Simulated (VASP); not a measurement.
Os, 2 atoms in the cell. It takes space group P6_3/mmc (No. 194, hexagonal). The conventional cell has a = 2.739 Å, b = 2.739 Å, c = 4.316 Å, α = 90.00°, β = 90.00°, γ = 120.00°. Os (site symmetry -6m2) has 12 Os at 2.68 to 2.74 Å within 3.5 Å. 

| Property | Result |
| --- | --- |
| Program | VASP 6.6.1 |
| Task | single point |
| Functional | r2SCAN |
| Potentials or basis | VASP PAW PBE potentials, release 64 (Os) |
| Cutoff | 520 eV |
| k mesh | 14 × 14 × 8 |
| Occupations | fermi-dirac, width 0.1 eV |
| Spin | no spin polarisation |
| Dipole correction | no |
| Further INCAR settings | ALGO = Normal; EDIFF = 1e-07; NBANDS = 15 |

Potentials or basis: VASP PAW PBE potentials, release 64 (Os).

Launch:

```console
$ cat potpaw_PBE.64/Os/POTCAR > POTCAR
$ cp INCAR.step1 INCAR
$ mpirun -np 1 vasp_std > vasp.out
$ cp INCAR.step2 INCAR
$ mpirun -np 1 vasp_std > vasp.out
```

Hardware: 1 thread of Intel Xeon 8259CL, with other jobs on the host.

Question: How long does it take, and how much memory?

Answer: Wall time 3 min on 1 thread of Intel Xeon 8259CL, on a shared host, peak memory 0.17 GiB. Counts: k points 120.
